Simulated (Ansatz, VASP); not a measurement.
## Cu: VASP beside Ansatz

The input INCAR:

```
  PREC = Accurate
  ENCUT = 520
  EDIFF = 1E-7
  ISMEAR = -1
  SIGMA = 0.08
  LREAL = False
  LASPH = True
  NELM = 100
  ALGO = Normal
  ISIF = 2
  LWAVE = False
  LCHARG = False
  GGA = PS
  NBANDS = 12
```

The input KPOINTS:

```
Automatic mesh
0
Gamma
  18 18 18
```

Contents of POSCAR:

```
Cu
1.0
    2.0749691551      0.0000000000      0.0000000000
    0.0000000000      2.0749691551      0.0000000000
    0.0000000000      0.0000000000      2.0749691551
Cu
1
Direct
    0.0000000000      0.0000000000      0.0000000000
```

Input for Ansatz:

```yaml
crystal:
  lattice:
    - [2.0749691551, 0.0, 0.0]
    - [0.0, 2.0749691551, 0.0]
    - [0.0, 0.0, 2.0749691551]
  atoms:
    - { symbol: Cu, position: [0.0, 0.0, 0.0] }
kpoints:
  mp_grid: { grid: [18, 18, 18] }
scf:
  occupations: { method: fermi_dirac, width: 0.08 }
hamiltonian:
  xc: pbesol
  pseudopotentials: { kind: all_electron, lapw: { basis_error: 0.001 } }
output:
  forces: true
  stress: true
  eigenvalues: true
  populations: true
```

Change from the starting cell: volume scaled by 0.68, LAPW.

Alike in both runs: task single point; functional PBEsol; k mesh 18 × 18 × 18; occupations fermi-dirac, width 0.08 eV; no spin polarisation.

|  | VASP | Ansatz |
| --- | --- | --- |
| version | VASP 6.6.1 | Ansatz 0.2.0 |
| potentials or method | VASP PAW PBE potentials, release 64 (Cu), cutoff 520 eV | all-electron LAPW, scalar-relativistic |

```tsv
	VASP	Ansatz	Ansatz less VASP
pressure (GPa)	123.2	122.6	-0.59
```

VASP's potentials were made for PBE, not for PBEsol. Both programs put the cell under a high pressure, so it lies far from rest at this level. Ansatz ran all-electron here, and VASP with PAW potentials.

Noted on VASP's run: the cell as given lies far from equilibrium.
